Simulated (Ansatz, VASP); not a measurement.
**One calculation of Y2LuN3, two programs**

INCAR

```
ALGO = Normal ; EDIFF = 1E-6
ENCUT = 520 ; GGA = PE
ISIF = 2 ; ISMEAR = 0
LASPH = T ; LCHARG = F
LREAL = F ; LWAVE = F
NBANDS = 40 ; NELM = 100
PREC = Accurate ; SIGMA = 0.1
```

KPOINTS

```
k-points
0
Gamma
  6 6 2
```

File POSCAR:

```
Y2LuN3
1.0
    3.3917801200      0.0000000000      0.0000000000
   -1.6958900600      2.9373677500      0.0000000000
    0.0000000000      0.0000000000      8.2790740600
Y Lu N
2 1 3
Direct
    0.3333333300      0.6666666700      0.6657999800
    0.6666666700      0.3333333300      0.3342000200
    0.0000000000      0.0000000000      0.0000000000
    0.3333333300      0.6666666700      0.1726190000
    0.6666666700      0.3333333300      0.8273810000
    0.0000000000      0.0000000000      0.5000000000
```

Input for Ansatz:

```yaml
crystal:
  lattice:
    - [3.39178012, 0.0, 0.0]
    - [-1.69589006, 2.93736775, 0.0]
    - [0.0, 0.0, 8.27907406]
  atoms:
    - { symbol: "Y", position: [0.33333333, 0.66666667, 0.66579998] }
    - { symbol: "Y", position: [0.66666667, 0.33333333, 0.33420002] }
    - { symbol: Lu, position: [0.0, 0.0, 0.0] }
    - { symbol: "N", position: [0.33333333, 0.66666667, 0.172619] }
    - { symbol: "N", position: [0.66666667, 0.33333333, 0.827381] }
    - { symbol: "N", position: [0.0, 0.0, 0.5] }
basis:
  ecutwfc: 420
kpoints:
  mp_grid: { grid: [6, 6, 2] }
hamiltonian:
  xc: pbe
scf:
  occupations: { method: gaussian, width: 0.1 }
  lower_state_search: "off"
output:
  forces: true
  stress: true
  eigenvalues: true
```

Change from the starting cell: species swapped into the Mg2ZnO3 type (P-3m1, No. 164).

Alike in both runs: task single point; functional PBE; k mesh 6 × 6 × 2; occupations gaussian, width 0.1 eV; no spin polarisation.

|  | VASP | Ansatz |
| --- | --- | --- |
| version | VASP 6.6.1 | Ansatz 0.2.0 |
| potentials or method | VASP PAW PBE potentials, release 64 (Y_sv, Lu, N), cutoff 520 eV | scalar-relativistic, plane waves, PAW |
| valence electrons in the cell | 62 | 62 |

Ansatz gave:

```
gap on the k mesh at the Fermi level (eV)                     : 0.06
least direct gap on the mesh (eV)                             : 0.49
pressure (GPa)                                                : 8.1
traceless stress, the component that is largest in VASP (GPa) : 0.17
rms of the force components (eV/Å)                            : 0.433
```

Q: What did VASP give for the same quantities?

A: gap on the k mesh at the Fermi level (eV): 0.06; least direct gap on the mesh (eV): 0.49; pressure (GPa): 8.2; traceless stress, the component that is largest in VASP (GPa): 0.18; rms of the force components (eV/Å): 0.415.

Atom by atom the forces differ by 0.017 eV/Å (rms over components). With one functional, cell and mesh, what is left measures potentials, basis and numerics.

Neither program's run includes spin-orbit coupling.
